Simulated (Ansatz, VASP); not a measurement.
## Two plane-wave programs on Re

Contents of INCAR:

```
SYSTEM = Re
PREC = Accurate
ENCUT = 600
EDIFF = 1E-6
ISMEAR = -1
SIGMA = 0.1
LREAL = .False.
LASPH = .True.
NELM = 120
ALGO = Normal
ISIF = 2
LWAVE = .False.
LCHARG = .True.
GGA = CA
LELF = .True.
LVHAR = .True.
NBANDS = 14
GGA_COMPAT = .False.
```

Contents of KPOINTS:

```
Automatic mesh
0
Gamma
  8 8 5
  0 0 0
```

Contents of POSCAR:

```
Re
1.0
    2.7391880258      0.0000000000      0.0000000000
   -1.3695940129      2.3722064161      0.0000000000
    0.0000000000      0.0000000000      4.4118668232
Re
2
Direct
    0.3333333333      0.6666666667      0.2500000000
    0.6666666667      0.3333333333      0.7500000000
```

Input for Ansatz:

```yaml
crystal:
  lattice:
    - [2.7391880258, 0.0, 0.0]
    - [-1.3695940129, 2.3722064161, 0.0]
    - [0.0, 0.0, 4.4118668232]
  atoms:
    - { symbol: Re, position: [0.3333333333, 0.6666666667, 0.25] }
    - { symbol: Re, position: [0.6666666667, 0.3333333333, 0.75] }
hamiltonian:
  xc: lda
  pseudopotentials:
    kind: paw
    azcp:
      Re: "pseudopotentials/Re.paw.azcp"
basis:
  ecutwfc: 420
  fft_grid_basis: typed
kpoints:
  mp_grid: { grid: [8, 8, 5], shift: [0, 0, 0] }
magnetization:
  spin_polarized: false
scf:
  occupations: { method: fermi_dirac, width: 0.1 }
  lower_state_search: "off"
output:
  stress: true
```

Alike in both runs: task single point; functional LDA; k mesh 8 × 8 × 5; occupations fermi-dirac, width 0.1 eV; no spin polarisation.

|  | VASP | Ansatz |
| --- | --- | --- |
| version | VASP 6.6.1 | Ansatz 0.2.0 |
| potentials or method | VASP PAW LDA potentials, release 64 (Re), cutoff 600 eV | plane waves (420 eV) with PAW, scalar-relativistic |
| valence electrons in the cell | 14 | 30 |

```csv
,VASP,Ansatz,Ansatz less VASP
pressure (GPa),1.8,0.1,-1.65
"traceless stress, the component that is largest in VASP (GPa)",0.35,0.45,+0.102
```

Ansatz warns that its potentials were made for another functional, while VASP's fit it. LDA's correlation is that of Perdew and Zunger in VASP and of Perdew and Wang (1992) in Ansatz. VASP's potentials hold 14 valence electrons a cell and Ansatz's 30, so a difference there can come from the potentials and not from the codes.

Neither program's run includes spin-orbit coupling.
